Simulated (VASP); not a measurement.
Write the native input for VASP 6.6.1 that does the following.

- Task: single point
- Functional: HSE06
- Potentials or basis: VASP PAW PBE potentials, release 64 (Rb_sv, Br)
- Cutoff: 520 eV
- k mesh: 4 × 4 × 4
- Occupations: gaussian, width 0.01 eV
- Spin: no spin polarisation
- Dipole correction: no
- Grid for exact exchange (PRECFOCK): Normal
- Further INCAR settings: ALGO = Normal; EDIFF = 1e-06; NBANDS = 15
- Screening parameter: 0.2079 1/Å

The system is RbBr.

```
Rb Br
1.0
     3.92318    0.00000    0.00000
     0.00000    3.92318    0.00000
     0.00000    0.00000    4.23030
Rb Br
1 1
Direct
  0.00000 0.00000 0.00000
  0.50000 0.50000 0.50000
```

This cell differs from its parent crystal: epitaxial xy strain -5.0%.

The input as run:

POSCAR

```
RbBr
1.0
    3.9231814902      0.0000000000      0.0000000000
    0.0000000000      3.9231814902      0.0000000000
    0.0000000000      0.0000000000      4.2302992332
Rb Br
1 1
Direct
    0.0000000000      0.0000000000      0.0000000000
    0.5000000000      0.5000000000      0.5000000000
```

INCAR.step1

```
SYSTEM = RbBr
  ALGO = Normal
  EDIFF = 1E-5
  ENCUT = 520
  GGA = PE
  ISIF = 2
  ISMEAR = 0
  LASPH = .True.
  LCHARG = .False.
  LREAL = .False.
  LWAVE = .True.
  NBANDS = 15
  NELM = 80
  PREC = Accurate
  SIGMA = 0.01
```

INCAR.step2

```
SYSTEM = RbBr
  ALGO = Normal
  EDIFF = 1E-6
  ENCUT = 520
  GGA = PE
  HFSCREEN = 0.2079
  ISIF = 2
  ISMEAR = 0
  ISTART = 1
  LASPH = .True.
  LCHARG = .False.
  LHFCALC = .True.
  LREAL = .False.
  LWAVE = .False.
  NBANDS = 15
  NELM = 80
  PREC = Accurate
  PRECFOCK = Normal
  SIGMA = 0.01
```

KPOINTS

```
k-points
0
Gamma
  4 4 4
  0 0 0
```

Potentials or basis: VASP PAW PBE potentials, release 64 (Rb_sv, Br).

The run is started by

```console
$ cat potpaw_PBE.64/Rb_sv/POTCAR potpaw_PBE.64/Br/POTCAR > POTCAR
$ cp INCAR.step1 INCAR
$ mpirun -np 1 vasp_std > vasp.out
$ cp INCAR.step2 INCAR
$ mpirun -np 1 vasp_std > vasp.out
```

It gave:

```json
{
  "Pressure": "2.0 GPa",
  "Band gap on the k mesh": "5.33 eV, indirect (least direct gap 5.49 eV)"
}
```

Caveat: the cell differs from its parent crystal (epitaxial xy strain -5.0%); the PAW data sets were made with another functional, which shifts forces and pressure a little.

Wall time 6.6 min on 1 thread of Intel(R) Xeon(R) Platinum 8488C (Sapphire Rapids), with other jobs on the host, peak memory 0.3 GiB.
